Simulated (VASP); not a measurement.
**TaN: single point with r2SCAN+U**

Crystal: TaN.

```
Ta N
1.0
     0.00000    2.21132    2.21132
     2.21132    0.00000    2.21132
     2.21132    2.21132    0.00000
Ta N
1 1
Direct
  0.50000 0.50000 0.50000
  0.00000 0.00000 0.00000
```

* Program: VASP 6.6.1
* Task: single point
* Functional: r2SCAN
* Potentials or basis: VASP PAW PBE potentials, release 64 (Ta_sv_GW, N)
* Cutoff: 770 eV
* k mesh: 10 × 10 × 10
* Occupations: fermi-dirac, width 0.05 eV
* Spin: no spin polarisation
* Hubbard terms: Ta d U = 4.0 eV
* Dipole correction: no
* Further INCAR settings: ALGO = Normal; EDIFF = 1e-06; NBANDS = 16

```
Pressure               : 5.7 GPa
Band gap on the k mesh : zero (bands 9 and 10 overlap by 4.05 eV)
```

Levels at points of the mesh, in eV from the Fermi level:
| k point | band 5 | band 6 | band 7 | band 8 | band 9 | band 10 | band 11 | band 12 | band 13 | band 14 |
| --- | --- | --- | --- | --- | --- | --- | --- | --- | --- | --- |
| (0.00, 0.00, 0.00) | -20.21 | -4.39 | -4.39 | -4.39 | -2.05 | -2.05 | -2.05 | 0.57 | 0.57 | 1.14 |
| (0.50, 0.00, 0.00) | -17.27 | -11.01 | -7.85 | -7.85 | 2.00 | 2.02 | 2.02 | 3.38 | 7.91 | 7.91 |
| (0.50, 0.50, 0.00) | -18.79 | -7.48 | -5.54 | -5.29 | -5.29 | 2.66 | 3.64 | 3.64 | 4.75 | 6.84 |

Eigenvalues of the final occupation matrices:
| site | spin | trace | eigenvalues |
| --- | --- | --- | --- |
| site 1 d | 1 | 1.11 | 0.18 0.18 0.25 0.25 0.25 |
| site 1 d | 2 | 1.11 | 0.18 0.18 0.25 0.25 0.25 |

Run time: 110 s on 1 thread of Intel(R) Xeon(R) Platinum 8259CL CPU @ 2.50GHz (Skylake/Cascade Lake) (shared host), peak memory 0.19 GiB.

Caveat: the cell stands under pressure; the PAW data sets were made with another functional, which shifts forces and pressure a little; spin-orbit coupling is left out, which moves the levels of the heavy elements; U without spin polarisation on a metal has little footing.
